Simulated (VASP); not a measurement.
Wanted: the native input for a VASP 6.6.1 run.

| Item | Value |
| --- | --- |
| Task | single point |
| Functional | r2SCAN0 |
| Potentials or basis | VASP PAW PBE potentials, release 64 (K_sv, Ta_pv, O) |
| Cutoff | 520 eV |
| k mesh | 4 × 4 × 4 |
| Occupations | gaussian, width 0.01 eV |
| Spin | no spin polarisation |
| Dipole correction | no |
| Grid for exact exchange (PRECFOCK) | Fast |
| Further INCAR settings | ALGO = Normal; EDIFF = 1e-06; NBANDS = 27 |
| Share of exact exchange | 0.25 |

The system is KTaO3.

```
K Ta O
1.0
     3.99013    0.00000    0.00000
     0.00000    3.99013    0.00000
     0.00000    0.00000    3.99013
K Ta O
1 1 3
Direct
  0.00000 0.00000 0.00000
  0.50000 0.50000 0.50000
  0.50000 0.50000 0.00000
  0.50000 0.00000 0.50000
  0.00000 0.50000 0.50000
```

The input as run:

POSCAR

```
KTaO3
1.0
    3.9901311086      0.0000000000      0.0000000000
    0.0000000000      3.9901311086      0.0000000000
    0.0000000000      0.0000000000      3.9901311086
K Ta O
1 1 3
Direct
    0.0000000000      0.0000000000      0.0000000000
    0.5000000000      0.5000000000      0.5000000000
    0.5000000000      0.5000000000      0.0000000000
    0.5000000000      0.0000000000      0.5000000000
    0.0000000000      0.5000000000      0.5000000000
```

INCAR.step1

```
SYSTEM = KTaO3
  ALGO = Normal
  EDIFF = 1E-5
  ENCUT = 520
  GGA = PE
  ISIF = 2
  ISMEAR = 0
  LASPH = .True.
  LREAL = .False.
  LWAVE = .True.
  NBANDS = 27
  NELM = 80
  PREC = Accurate
  SIGMA = 0.01
```

INCAR.step2

```
SYSTEM = KTaO3
  AEXX = 0.25
  ALGO = Normal
  EDIFF = 1E-6
  ENCUT = 520
  ISIF = 2
  ISMEAR = 0
  ISTART = 1
  LASPH = .True.
  LCHARG = .True.
  LELF = .True.
  LHFCALC = .True.
  LMIXTAU = .True.
  LREAL = .False.
  LVHAR = .True.
  LWAVE = .False.
  METAGGA = R2SCAN
  NBANDS = 27
  NELM = 80
  PREC = Accurate
  PRECFOCK = Fast
  SIGMA = 0.01
```

KPOINTS

```
k-points
0
Gamma
  4 4 4
  0 0 0
```

Potentials or basis: VASP PAW PBE potentials, release 64 (K_sv, Ta_pv, O).

The run is started by

```console
$ cat potpaw_PBE.64/K_sv/POTCAR potpaw_PBE.64/Ta_pv/POTCAR potpaw_PBE.64/O/POTCAR > POTCAR
$ cp INCAR.step1 INCAR
$ mpirun -np 1 vasp_std > vasp.out
$ cp INCAR.step2 INCAR
$ mpirun -np 1 vasp_std > vasp.out
```

Results of the run:

```
Pressure               : -3.2 GPa
Band gap on the k mesh : 4.58 eV (least direct gap 5.24 eV)
```

Caveat: the cell stands under tension; the PAW data sets were made with another functional, which shifts forces and pressure a little; spin-orbit coupling is left out, which moves the levels of the heavy elements.

It took 15 min on 1 thread of Intel(R) Xeon(R) Platinum 8259CL CPU @ 2.50GHz (Skylake/Cascade Lake), on a shared host, peak memory 0.19 GiB.
